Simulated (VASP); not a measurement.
# MgO (P-6m2) in VASP: notebook, part 2 of 2

VASP 6.6.1. The steps go on from the part before.

**3. Single point, PBEsol**

This run uses another cell than the first one, of the same volume but with other edges.

INCAR reads:

```
ALGO = Normal
EDIFF = 1E-6
ENCUT = 600
GGA = PS
GGA_COMPAT = F
ISIF = 2
ISMEAR = -1
LASPH = T
LCHARG = F
LREAL = F
LWAVE = F
NBANDS = 11
NELM = 120
PREC = Accurate
SIGMA = 0.05
```

KPOINTS reads:

```
k-points
0
Gamma
  7 7 7
```

POSCAR reads:

```
MgO
1.0
    3.0063714381      0.0000000000      0.0000000000
   -1.5031852074      2.6035942199      0.0000000000
    0.0000000000      0.0000000000      2.5592190075
Mg O
1 1
Direct
    0.0000000000      0.0000000000      0.0000000000
    0.3333333333      0.6666666667      0.5000000000
```

Potentials or basis: VASP PAW PBE potentials, release 64 (Mg, O).

Launch:

```
cat potpaw_PBE.64/Mg/POTCAR potpaw_PBE.64/O/POTCAR > POTCAR
mpirun -np 1 vasp_std > vasp.out
```

It took 3.2 s on 1 thread of Intel Xeon 6975P-C (Granite Rapids), shared host; peak memory 0.13 GiB.

The run converged. Its results:

| Item | Value |
| --- | --- |
| Free energy | -11.7147 eV |
| Pressure | -2.4 GPa |
| Band gap on the k mesh | 2.39 eV, indirect (least direct gap 2.66 eV) |

Stress tensor (GPa, compression positive):
```
-14.64   0.00   0.00
  0.00 -14.64   0.00
  0.00   0.00  21.94
```

Levels at points of the mesh, in eV from the valence-band top:
```
           k point  band 1  band 2  band 3  band 4  band 5  band 6  band 7  band 8
(0.00, 0.00, 0.00)  -17.94   -1.49   -1.49   -0.28    2.39   11.61   13.95   13.95
```

Caveat: the PAW data sets were made with another functional, which shifts forces and pressure a little. A k mesh can miss the band edges.

**4. Single point, PBEsol**

This run uses another cell than the first one, of the same volume but with other edges.

INCAR reads:

```
PREC = Accurate ; ENCUT = 600
EDIFF = 1E-6 ; ISMEAR = -1
SIGMA = 0.05 ; LREAL = F
LASPH = T ; NELM = 120
ALGO = Normal ; ISIF = 2
LWAVE = F ; LCHARG = T
GGA = PS ; LELF = T
LVHAR = T ; NBANDS = 11
GGA_COMPAT = F
```

KPOINTS reads:

```
Automatic mesh
0
Gamma
  7 7 7
```

POSCAR reads:

```
MgO
1.0
    2.9714104607      0.0000000000      0.0000000000
   -1.4857047247      2.5733171232      0.0000000000
    0.0000000000      0.0000000000      2.6197957323
Mg O
1 1
Direct
    0.0000000000      0.0000000000      0.0000000000
    0.3333333333      0.6666666667      0.5000000000
```

Potentials or basis: VASP PAW PBE potentials, release 64 (Mg, O).

Launch:

```
cat potpaw_PBE.64/Mg/POTCAR potpaw_PBE.64/O/POTCAR > POTCAR
mpirun -np 1 vasp_std > vasp.out
```

OUTCAR:

```text
PREC = Accurate
   ENCUT = 600
   EDIFF = 1E-6
   ISMEAR = -1
   LREAL = F
   LASPH = T
   NELM = 120
   ISIF = 2
   GGA = PS

 ion  position               nearest neighbor table
   1  0.000  0.000  0.000-   2 2.16   2 2.16   2 2.16   2 2.16   2 2.16   2 2.16
   2  0.333  0.667  0.500-   1 2.16   1 2.16   1 2.16   1 2.16   1 2.16   1 2.16

  LATTYP: Found a hexagonal cell.
 ALAT       =     2.9714104607
 C/A-ratio  =     0.8816673990

  Lattice vectors:

[... 522 lines left out ...]

------------------------ aborting loop because EDIFF is reached ----------------------------------------

  FORCE on cell =-STRESS in cart. coord.  units (eV):
  Direction    XX          YY          ZZ          XY          YZ          ZX
  --------------------------------------------------------------------------------------
  -------------------------------------------------------------------------------------
  Total       -1.1922078     -1.1922080      1.0205224     -0.0000002     -0.0000000      0.0000000
  in kB      -95.3540524    -95.3540657     81.6224709     -0.0000187     -0.0000000      0.0000000
  external PRESSURE =     -36.3618824 kB  Pullay stress =       0.0000000 kB

 VOLUME and BASIS-vectors are now :
 -----------------------------------------------------------------------------
  energy-cutoff  :      600.00
  volume of cell :       20.03
      direct lattice vectors                 reciprocal lattice vectors
     2.971410461  0.000000000  0.000000000     0.336540513  0.194301676  0.000000000
    -1.485704725  2.573317123  0.000000000     0.000000000  0.388603484  0.000000000
     0.000000000  0.000000000  2.619795732     0.000000000  0.000000000  0.381709149

 POSITION                                       TOTAL-FORCE (eV/Angst)
 -----------------------------------------------------------------------------------
      0.00000      0.00000      0.00000         0.000000      0.000000      0.000000
      0.00000      1.71554      1.30990         0.000000      0.000000      0.000000
 -----------------------------------------------------------------------------------
    total drift:                                0.000009     -0.000003     -0.000000

  FREE ENERGIE OF THE ION-ELECTRON SYSTEM (eV)
  ---------------------------------------------------
  free  energy   TOTEN  =       -11.7939915902 eV

  energy  without entropy=      -11.7939915902  energy(sigma->0) =      -11.79399159
```

Wall time 3.6 s (1 thread of Intel Xeon 6975P-C (Granite Rapids), shared host); peak memory 0.14 GiB.

What came out:

```yaml
Free_energy: -11.7940 eV
Pressure: -3.6 GPa
Band_gap_on_the_k_mesh: 2.71 eV, indirect (least direct gap 3.04 eV)
```

Caveat: the PAW data sets were made with another functional, which shifts forces and pressure a little. A hybrid or GW would open this gap; PBEsol tends to underestimate it.

**5. Single point, PBEsol**

This run uses another cell than the first one, of the same volume but with other edges.

INCAR reads:

```
SYSTEM = MgO
PREC = Accurate
ENCUT = 600
EDIFF = 1E-6
ISMEAR = -1
SIGMA = 0.05
LREAL = .FALSE.
LASPH = .TRUE.
NELM = 120
ALGO = Normal
ISIF = 2
LWAVE = .FALSE.
LCHARG = .TRUE.
GGA = PS
LELF = .TRUE.
LVHAR = .TRUE.
NBANDS = 11
GGA_COMPAT = .FALSE.
```

KPOINTS reads:

```
regular mesh
0
G
  7 7 7
  0 0 0
```

POSCAR reads:

```
MgO
1.0
    2.9380210000      0.0000000000      0.0000000000
   -1.4690100000      2.5444010000      0.0000000000
    0.0000000000      0.0000000000      2.6796800000
Mg O
1 1
Direct
    0.0000000000      0.0000000000      0.0000000000
    0.3333333333      0.6666666667      0.5000000000
```

Launch:

```
cat potpaw_PBE.64/Mg/POTCAR potpaw_PBE.64/O/POTCAR > POTCAR
mpirun -np 1 vasp_std > vasp.out
```

It took 4 s on 1 thread of Intel Xeon 6975P-C (Granite Rapids), shared host; peak memory 0.14 GiB.

Results (log left out):

```yaml
Free_energy: -11.8185 eV
Pressure: -4.5 GPa
Band_gap_on_the_k_mesh: 2.94 eV, indirect (least direct gap 3.33 eV)
```

Stress tensor (GPa, compression positive):
```
-4.43  0.00  0.00
 0.00 -4.43  0.00
 0.00  0.00 -4.70
```

Levels at points of the mesh, in eV from the valence-band top:
| k point | band 1 | band 2 | band 3 | band 4 | band 5 | band 6 | band 7 | band 8 | band 9 |
| --- | --- | --- | --- | --- | --- | --- | --- | --- | --- |
| (0.00, 0.00, 0.00) | -17.36 | -0.59 | -0.59 | -0.39 | 2.94 | 11.71 | 15.46 | 15.46 | 19.67 |

Caveat: the PAW data sets were made with another functional, which shifts forces and pressure a little. Expect the measured gap to be larger: semilocal functionals such as PBEsol lack the derivative discontinuity.

**6. Single point, PBEsol**

This run uses another cell than the first one, of the same volume but with other edges.

INCAR reads:

```
ALGO = Normal ; EDIFF = 1E-6
ENCUT = 600 ; GGA = PS
GGA_COMPAT = False ; ISIF = 2
ISMEAR = -1 ; LASPH = True
LCHARG = False ; LREAL = False
LWAVE = False ; NBANDS = 11
NELM = 120 ; PREC = Accurate
SIGMA = 0.05
```

KPOINTS reads:

```
k-points
0
Gamma
  7 7 7
```

POSCAR reads:

```
MgO
1.0
    2.9060834596      0.0000000000      0.0000000000
   -1.4530412353      2.5167422768      0.0000000000
    0.0000000000      0.0000000000      2.7389024276
Mg O
1 1
Direct
    0.0000000000      0.0000000000      0.0000000000
    0.3333333333      0.6666666667      0.5000000000
```

Potentials or basis: VASP PAW PBE potentials, release 64 (Mg, O).

Launch:

```
cat potpaw_PBE.64/Mg/POTCAR potpaw_PBE.64/O/POTCAR > POTCAR
mpirun -np 1 vasp_std > vasp.out
```

It took 3.3 s on 1 thread of Intel Xeon 6975P-C (Granite Rapids), shared host; peak memory 0.14 GiB.

The run converged. Its results:

```yaml
Free_energy: -11.7943 eV
Pressure: -5.1 GPa
Band_gap_on_the_k_mesh: 2.84 eV, indirect (least direct gap 3.26 eV)
```

Stress tensor (GPa, compression positive):
```
  0.67   0.00   0.00
  0.00   0.67   0.00
  0.00   0.00 -16.78
```

Levels at points of the mesh, in eV from the valence-band top:
```
           k point  band 2  band 3  band 4  band 5  band 6  band 7
(0.00, 0.00, 0.00)   -0.69   -0.42   -0.42    2.84   11.55   15.91
```

Caveat: the PAW data sets were made with another functional, which shifts forces and pressure a little.

**7. Summary**

| cell | gap on the mesh (eV) | pressure (GPa) |
| --- | --- | --- |
| a = 3.043, b = 3.043, c = 2.498 Å, angles 90.0, 90.0, 120.0°, 2 atoms | 1.97 | -0.9 |
| a = 3.006, b = 3.006, c = 2.559 Å, angles 90.0, 90.0, 120.0°, 2 atoms | 2.39 | -2.4 |
| a = 2.971, b = 2.971, c = 2.620 Å, angles 90.0, 90.0, 120.0°, 2 atoms | 2.71 | -3.6 |
| a = 2.938, b = 2.938, c = 2.680 Å, angles 90.0, 90.0, 120.0°, 2 atoms | 2.94 | -4.5 |
| a = 2.906, b = 2.906, c = 2.739 Å, angles 90.0, 90.0, 120.0°, 2 atoms | 2.84 | -5.1 |

Alike in all rows: task single point; level PBEsol; potentials or basis VASP PAW PBE potentials, release 64 (Mg, O); no spin polarisation; k mesh 7 × 7 × 7; cutoff (eV) 600; smearing fermi-dirac 0.05 eV.

Caveats: the PAW data sets were made with another functional, which shifts forces and pressure a little.

Total energies depend on the potentials used, so only differences within one code and one set of settings carry meaning.
